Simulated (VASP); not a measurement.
Crystal: Pd.

```
Pd
1.0
     0.00000    2.70823    2.70823
     2.70823    0.00000    2.70823
     2.70823    2.70823    0.00000
Pd
2
Cartesian
  0.6771 0.6771 0.6771
  4.7394 4.7394 4.7394
```

- Program: VASP 6.6.1
- Task: relaxation of cell and atoms
- Functional: PBE
- Potentials or basis: VASP PAW PBE potentials, release 64 (Pd)
- Cutoff: 600 eV
- k mesh: 10 × 10 × 10
- Occupations: fermi-dirac, width 0.05 eV
- Spin: collinear spin, antiferromagnetic start
- Starting moments: [0.5, -0.5] μB

At the start: pressure 23.5 GPa; volume 19.86 Å³/atom.

Problem. How do energy, volume and symmetry change on relaxing?

Solution. Over 17 steps the energy falls by 265.6 meV/atom and the volume is 24.37 Å³/atom (+22.7 %); space group Fd-3m (No. 227, to 0.05 Å); moment 0.00 μB per cell.

Step by step:
| step | energy change (eV) | largest force (eV/Å) | pressure (GPa) | volume (Å³) |
| --- | --- | --- | --- | --- |
| 1 | 0.0000 | 0.0000 | 23.47 | 39.73 |
| 2 | -0.2411 | 0.0000 | -7.41 | 58.92 |
| 3 | -0.5311 | 0.0000 | -0.16 | 48.89 |
| 4 | -0.5311 | 0.0000 | 0.12 | 48.69 |
| 5 | -0.5311 | 0.0000 | 0.10 | 48.69 |
| 6 | -0.5311 | 0.0000 | 0.08 | 48.69 |
| 7 | -0.5311 | 0.0000 | 0.10 | 48.69 |
| 8 | -0.5311 | 0.0000 | 0.10 | 48.69 |
| 9 | -0.5311 | 0.0000 | 0.10 | 48.69 |
| 10 | -0.5311 | 0.0000 | 0.10 | 48.69 |
| 11 | -0.5311 | 0.0000 | 0.10 | 48.69 |
| 12 | -0.5311 | 0.0000 | 0.09 | 48.70 |
| 13 | -0.5311 | 0.0000 | 0.09 | 48.70 |
| 14 | -0.5311 | 0.0000 | 0.07 | 48.70 |
| 15 | -0.5311 | 0.0000 | 0.08 | 48.70 |
| 16 | -0.5311 | 0.0000 | 0.07 | 48.71 |
| 17 | -0.5311 | 0.0000 | 0.05 | 48.73 |

Final structure:
```xyz
2
Lattice="0.0000 2.8991 2.8991 2.8991 0.0000 2.8991 2.8991 2.8991 0.0000" Properties=species:S:1:pos:R:3 pbc="T T T"
Pd    0.7248    0.7248    0.7248
Pd    5.0734    5.0734    5.0734
```

Caveat: the volume moved by over 15 % at a fixed basis, so the end points are rough.
